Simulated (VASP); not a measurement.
Pt, 1 atom in the cell. Symmetry: Fm-3m, No. 225, cubic system. The conventional cell has a = 4.098 Å, b = 4.098 Å, c = 4.098 Å, α = 90.00°, β = 90.00°, γ = 90.00°. Within 3.8 Å of Pt (site symmetry m-3m) lie 12 Pt at 2.90 Å.  This cell differs from its parent crystal: volume scaled by 1.08.

```yaml
Program: VASP 6.6.1
Task: single point
Functional: RPBE
Potentials_or_basis: VASP PAW PBE potentials, release 64 (Pt)
Cutoff: 520 eV
k_mesh: 22 × 22 × 22
Occupations: fermi-dirac, width 0.1 eV
Spin: no spin polarisation
Dipole_correction: no
Further_INCAR_settings: ALGO = Normal; EDIFF = 1e-06; NBANDS = 11
```

Potentials or basis: VASP PAW PBE potentials, release 64 (Pt).

The run is started by

```sh
$ cat potpaw_PBE.64/Pt/POTCAR > POTCAR
$ mpirun -np 1 vasp_std > vasp.out
```

Hardware: 1 thread of AMD EPYC 7R13, on a shared host.

Estimate the wall time of this run.

Wall time 81 s on 1 thread of AMD EPYC 7R13, on a shared host, peak memory 0.16 GiB. Counts: scf iterations 10, k points 328.
